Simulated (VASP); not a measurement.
# O (P4/mmm) in VASP: notebook

Aim: see how the results for O move with the level of theory and the settings. Levels: PBEsol, PBEsol+D3(BJ). Tasks: relaxation of cell and atoms.

Everything below comes from runs of VASP 6.6.1. Logs are shortened: lines on timing, memory, paths and dates and some standing lists are left out, and cuts for length are marked.

## (1) The cell of the first run

Symmetry: P4/mmm, No. 123, tetragonal system. Conventional cell: a = 1.776 Å, b = 1.776 Å, c = 3.053 Å, α = 90.00°, β = 90.00°, γ = 90.00°. O (site symmetry 4/mmm) has 4 O at 1.78 Å within 2.4 Å.

## (2) Relaxation of cell and atoms, PBEsol

INCAR

```
PREC = Accurate
ENCUT = 1340
EDIFF = 1E-7
ISMEAR = 1
SIGMA = 0.1
LREAL = False
LASPH = True
NELM = 120
ALGO = Normal
ISIF = 3
LWAVE = False
LCHARG = False
GGA = PS
IBRION = 2
NSW = 50
EDIFFG = -0.01
GGA_COMPAT = False
NELMIN = 4
```

KPOINTS

```
Automatic mesh
0
Gamma
  12 12 7
```

POSCAR

```
O
1.0
    1.7755912600      0.0000000000      0.0000000000
    0.0000000000      1.7755912600      0.0000000000
    0.0000000000      0.0000000000      3.0530507000
O
1
Direct
    0.0000000000      0.0000000000      0.0000000000
```

Potentials or basis: VASP PAW PBE potentials, release 64 (O_h).

On the command line:

```console
$ cat potpaw_PBE.64/O_h/POTCAR > POTCAR
$ mpirun -np 1 vasp_std > vasp.out
```

OUTCAR:

```text
PREC = Accurate
   ENCUT = 1340
   EDIFF = 1E-7
   ISMEAR = 1
   LREAL = False
   LASPH = True
   NELM = 120
   ISIF = 3
   GGA = PS
   IBRION = 2
   NSW = 50
   EDIFFG = -0.01
   NELMIN = 4

 ion  position               nearest neighbor table
   1  0.000  0.000  0.000-

  LATTYP: Found a simple tetragonal cell.
 ALAT       =     1.7755912600
 C/A-ratio  =     1.7194558054

  Lattice vectors:

 A1 = (   1.7755912600,   0.0000000000,   0.0000000000)
 A2 = (   0.0000000000,   1.7755912600,   0.0000000000)
 A3 = (   0.0000000000,   0.0000000000,   3.0530507000)

Analysis of symmetry for initial positions (statically):
=====================================================================
 Subroutine PRICEL returns:
 Original cell was already a primitive cell.

 Routine SETGRP: Setting up the symmetry group for a
 simple tetragonal supercell.

 Subroutine GETGRP returns: Found 16 space group operations
 (whereof 16 operations were pure point group operations)
 out of a pool of 16 trial point group operations.

The static configuration has the point symmetry D_4h.

Analysis of symmetry for dynamics (positions and initial velocities):
=====================================================================
 Subroutine PRICEL returns:
 Original cell was already a primitive cell.

 Routine SETGRP: Setting up the symmetry group for a
 simple tetragonal supercell.

 Subroutine GETGRP returns: Found 16 space group operations
 (whereof 16 operations were pure point group operations)
 out of a pool of 16 trial point group operations.

The dynamic configuration has the point symmetry D_4h.

 Subroutine INISYM returns: Found 16 space group operations
 (whereof 16 operations are pure point group operations),
 and found     1 'primitive' translations

----------------------------------------------------------------------------------------

                                     Primitive cell

  volume of cell :       9.6254

  direct lattice vectors                    reciprocal lattice vectors
     1.775591260  0.000000000  0.000000000     0.563192680  0.000000000  0.000000000
     0.000000000  1.775591260  0.000000000     0.000000000  0.563192680  0.000000000
     0.000000000  0.000000000  3.053050700     0.000000000  0.000000000  0.327541236

  length of vectors
     1.775591260  1.775591260  3.053050700     0.563192680  0.563192680  0.327541236

  position of ions in fractional coordinates (direct lattice)
     0.000000000  0.000000000  0.000000000

  ion indices of the primitive-cell ions
   primitive index   ion index
                 1           1

----------------------------------------------------------------------------------------

 KPOINTS: Automatic mesh

Automatic generation of k-mesh.
 Grid dimensions read from file:
 generate k-points for:   12   12    7

 Generating k-lattice:

  Cartesian coordinates                     Fractional coordinates (reciprocal lattice)
     0.046932723  0.000000000  0.000000000     0.083333333  0.000000000  0.000000000
     0.000000000  0.046932723  0.000000000     0.000000000  0.083333333  0.000000000
     0.000000000  0.000000000  0.046791605     0.000000000  0.000000000  0.142857143

  Length of vectors
     0.046932723  0.046932723  0.046791605

  Shift w.r.t. Gamma in fractional coordinates (k-lattice)
     0.000000000  0.000000000  0.000000000

 Subroutine IBZKPT returns following result:
 ===========================================

 Found    112 irreducible k-points:

 Following reciprocal coordinates:
            Coordinates               Weight
  0.000000  0.000000  0.000000      1.000000
  0.083333  0.000000  0.000000      4.000000
  0.166667  0.000000  0.000000      4.000000
  0.250000  0.000000  0.000000      4.000000
  0.333333  0.000000  0.000000      4.000000
  0.416667  0.000000  0.000000      4.000000
[... 16 lines left out ...]
  0.333333  0.333333  0.000000      4.000000
  0.416667  0.333333  0.000000      8.000000
 [... further k-points ...]
   k-points           NKPTS =    112   k-points in BZ     NKDIM =    112   number of bands    NBANDS=      7
   number of dos      NEDOS =    301   number of ions     NIONS =      1
   total plane-waves  NPLWV =  20736
   dimension x,y,z NGX =    24 NGY =   24 NGZ =   36
   dimension x,y,z NGXF=    48 NGYF=   48 NGZF=   72
   ions per type =               1
   NGX,Y,Z   is equivalent  to a cutoff of  22.47, 22.47, 19.60 a.u.
   NGXF,Y,Z  is equivalent  to a cutoff of  44.94, 44.94, 39.21 a.u.
 SYSTEM =  unknown system
   PREC   = accura    normal or accurate (medium, high low for compatibility)
   ISTART =      0    job   : 0-new  1-cont  2-samecut
   ICHARG =      2    charge: 1-file 2-atom 10-const
   ISPIN  =      1    spin polarized calculation?
   LNONCOLLINEAR =      F non collinear calculations
   LSORBIT =      F    spin-orbit coupling
   LASPH  =      T    aspherical Exc in radial PAW
   ENCUT  = 1340.0 eV  98.49 Ry    9.92 a.u.   5.30  5.30  9.11*2*pi/ulx,y,z
   NELM   =    120;   NELMIN=  4; NELMDL= -5     # of ELM steps
   EDIFF  = 0.1E-06   stopping-criterion for ELM
   LREAL  =      F    real-space projection
   EDIFFG = -.1E-01   stopping-criterion for IOM
   NSW    =     50    number of steps for IOM
   IBRION =      2    ionic relax: 0-MD 1-quasi-New 2-CG
   NFREE  =      1    steps in history (QN), initial steepest desc. (CG)
   ISIF   =      3    stress and relaxation
   ISYM   =      2    0-nonsym 1-usesym 2-fastsym
   POTIM  = 0.5000    time-step for ionic-motion
   TEBEG  =    0.0;   TEEND  =   0.0 temperature during run
   PSTRESS=    0.0 pullay stress
   NELECT =       6.0000    total number of electrons
   NUPDOWN=      -1.0000    fix difference up-down
   EMIN   =  10.00;   EMAX   =-10.00  energy-range for DOS
   EFERMI =   0.00;   METHOD = LEGACY
   ISMEAR =     1;   SIGMA  =   0.10  broadening in eV -4-tet -1-fermi 0-gaus
   EFERMI_NEDOS =   21; number of points for ismear=-14 and -15
   IALGO  =     38    algorithm
   IMIX   =      4    mixing-type and parameters
     AMIX     =   0.40;   BMIX     =  1.00
     AMIX_MAG =   1.60;   BMIX_MAG =  1.00
  volume/ion in A,a.u.               =       9.63        64.96
  Fermi-wavevector in a.u.,A,eV,Ry     =   1.398466  2.642718 26.609011  1.955707
  Thomas-Fermi vector in A             =   2.521621
   LORBIT       =      0    0 simple, 1 ext, 2 COOP (PROOUT), +10 PAW based schemes
   GGA     = PS    functional components
   LHFCALC =     F    Hartree Fock is set to
   AEXX    =    0.0000 exact exchange contribution
   IVDW    =     0    specifies the selected vdW correction
   LEPSILON=     F    determine dielectric tensor
   LRPA    =     F    only Hartree local field effects (RPA)
 conjugate gradient relaxation of ions
 non-spin polarized calculation
 Methfessel and Paxton  Order N= 1 SIGMA  =   0.10
  energy-cutoff  :     1340.00
  volume of cell :        9.63
 maximum number of plane-waves:      1086
 NGX is ok and might be reduce to    24
   NGX = 11   NGY = 11   NGZ = 19

--------------------------------------- Ionic step        1  -------------------------------------------

 number of electron       5.9999999 magnetization

 Free energy of the ion-electron system (eV)
  ---------------------------------------------------
  ext. energy  EPLUGINS =         0.00000000
  ---------------------------------------------------
  free energy    TOTEN  =        -3.73569628 eV

  energy without entropy =       -3.73479975  energy(sigma->0) =       -3.73539744

------------------------ aborting loop because EDIFF is reached ----------------------------------------

  FORCE on cell =-STRESS in cart. coord.  units (eV):
  Direction    XX          YY          ZZ          XY          YZ          ZX
  --------------------------------------------------------------------------------------
  -------------------------------------------------------------------------------------
  Total       -0.0605780     -0.0605780      0.0927423      0.0000000      0.0000000      0.0000000
  in kB      -10.0833683    -10.0833683     15.4371971      0.0000000      0.0000000      0.0000000
  external PRESSURE =      -1.5765132 kB  Pullay stress =       0.0000000 kB
[... 86 lines left out ...]
  FREE ENERGIE OF THE ION-ELECTRON SYSTEM (eV)
  ---------------------------------------------------
  free  energy   TOTEN  =        -3.7361386168 eV

  energy  without entropy=       -3.7350362886  energy(sigma->0) =       -3.73577117

 E-fermi :   0.7939     XC(G=0):  -9.9796

 val. band max:        0.7614047749   @ k =   0.4167   0.2500   0.4286
 cond. band min:       0.8353598603   @ k =   0.4167   0.3333   0.2857
 fundamental gap:      0.0739550854
 Fermi energy:         0.7939238058

 k-point     1 :       0.0000    0.0000    0.0000
  band No.  band energies     occupation
      1     -22.1604      2.00000
      2      -4.2694      2.00000
      3       4.4929      0.00000
      4       4.4929      0.00000
      5       8.4035      0.00000
      6      25.5622      0.00000
      7      30.2746      0.00000
[... 221 lines left out ...]
 k-point    24 :       0.4167    0.3333    0.0000
  band No.  band energies     occupation
      1     -13.9457      2.00000
      2      -5.0480      2.00000
      3      -1.9010      2.00000
      4       1.0365     -0.00321
      5      19.3742      0.00000
      6      23.9011      0.00000
      7      25.8481      0.00000

 [... further k-points ...]

[... ionic steps 4 to 10 ...]

--------------------------------------- Ionic step       11  -------------------------------------------

 number of electron       6.0000001 magnetization

------------------------ aborting loop because EDIFF is reached ----------------------------------------

  FORCE on cell =-STRESS in cart. coord.  units (eV):
  Direction    XX          YY          ZZ          XY          YZ          ZX
  --------------------------------------------------------------------------------------
  -------------------------------------------------------------------------------------
  Total        0.0211801      0.0211801     -0.0013982      0.0000000      0.0000000     -0.0000000
  in kB        3.2650936      3.2650936     -0.2155478      0.0000000      0.0000000     -0.0000000
  external PRESSURE =       2.1048798 kB  Pullay stress =       0.0000000 kB
[... 55 lines left out ...]
  energy  without entropy=       -3.7378883564  energy(sigma->0) =       -3.73834860

--------------------------------------- Ionic step       13  -------------------------------------------

 number of electron       6.0000001 magnetization

 Free energy of the ion-electron system (eV)
  ---------------------------------------------------
  ext. energy  EPLUGINS =         0.00000000
  ---------------------------------------------------
  free energy    TOTEN  =        -3.73867664 eV

  energy without entropy =       -3.73789527  energy(sigma->0) =       -3.73841618

 E-fermi :   0.8131     XC(G=0): -10.0076

 val. band max:        0.7808385149   @ k =   0.4167   0.2500   0.4286
 cond. band min:       0.8565357313   @ k =   0.4167   0.3333   0.2857
 fundamental gap:      0.0756972164
 Fermi energy:         0.8131227786

 k-point     1 :       0.0000    0.0000    0.0000
  band No.  band energies     occupation
      1     -22.1242      2.00000
      2      -4.2211      2.00000
      3       4.5076      0.00000
      4       4.5076      0.00000
      5       8.4604      0.00000
      6      25.7317      0.00000
      7      30.2838      0.00000
[... 221 lines left out ...]
 k-point    24 :       0.4167    0.3333    0.0000
  band No.  band energies     occupation
      1     -13.9234      2.00000
      2      -5.0187      2.00000
      3      -1.8787      2.00000
      4       1.0645     -0.00218
      5      19.3891      0.00000
      6      23.9342      0.00000
      7      25.9359      0.00000

 [... further k-points ...]

------------------------ aborting loop because EDIFF is reached ----------------------------------------

  FORCE on cell =-STRESS in cart. coord.  units (eV):
  Direction    XX          YY          ZZ          XY          YZ          ZX
  --------------------------------------------------------------------------------------
  -------------------------------------------------------------------------------------
  Total        0.0000209      0.0000209      0.0003628      0.0000000     -0.0000000      0.0000000
  in kB        0.0032132      0.0032132      0.0558924      0.0000000     -0.0000000      0.0000000
  external PRESSURE =       0.0207729 kB  Pullay stress =       0.0000000 kB
[... 16 lines left out ...]
  FREE ENERGIE OF THE ION-ELECTRON SYSTEM (eV)
  ---------------------------------------------------
  free  energy   TOTEN  =        -3.7386766384 eV

  energy  without entropy=       -3.7378952710  energy(sigma->0) =       -3.73841618

 reached required accuracy - stopping structural energy minimisation
```

Wall time 2 min (1 thread of AMD EPYC 7R13 (Zen 3), shared host); peak memory 0.13 GiB.

What came out:

```
Free energy                           : -3.7387 eV
Relaxed volume                        : 10.40 Å³/atom
Relaxed cell                          : a = 1.774 Å, b = 1.774 Å, c = 3.305 Å, α = 90.00°, β = 90.00°, γ = 90.00°
Space group after relaxing (to 0.1 Å) : P4/mmm (No. 123)
Energy gained by relaxing             : 3.0 meV/atom
Ionic steps                           : 13
Pressure after relaxing               : 0.0 GPa
Band gap on the k mesh                : zero (bands 3 and 4 overlap by 4.59 eV)
```

Step by step:
```
step  energy change (eV)  largest force (eV/Å)  pressure (GPa)  volume (Å³)
   1              0.0000                0.0000           -0.16         9.63
   2             -0.0004                0.0000            1.00         9.61
   3             -0.0004                0.0000            1.22         9.61
   4             -0.0008                0.0000            1.09         9.65
   5             -0.0017                0.0000            0.84         9.79
   6             -0.0027                0.0000            0.55        10.05
   7             -0.0029                0.0000            0.10        10.58
   8             -0.0030                0.0000            0.18        10.47
   9             -0.0030                0.0000            0.19        10.43
  10             -0.0029                0.0000            0.32        10.24
  11             -0.0030                0.0000            0.21        10.39
  12             -0.0029                0.0000           -0.61        10.42
  13             -0.0030                0.0000            0.00        10.40
```

Final structure:
```xyz
1
Lattice="1.7739 0.0000 0.0000 0.0000 1.7739 0.0000 0.0000 0.0000 3.3048" Properties=species:S:1:pos:R:3 pbc="T T T"
O     0.0000    0.0000    0.0000
```

Caveat: the PAW data sets were made with another functional, which shifts forces and pressure a little.

(Continued in part 2 of 2.)

The gap in the log of VASP goes by the Fermi energy; the results here count the filled bands.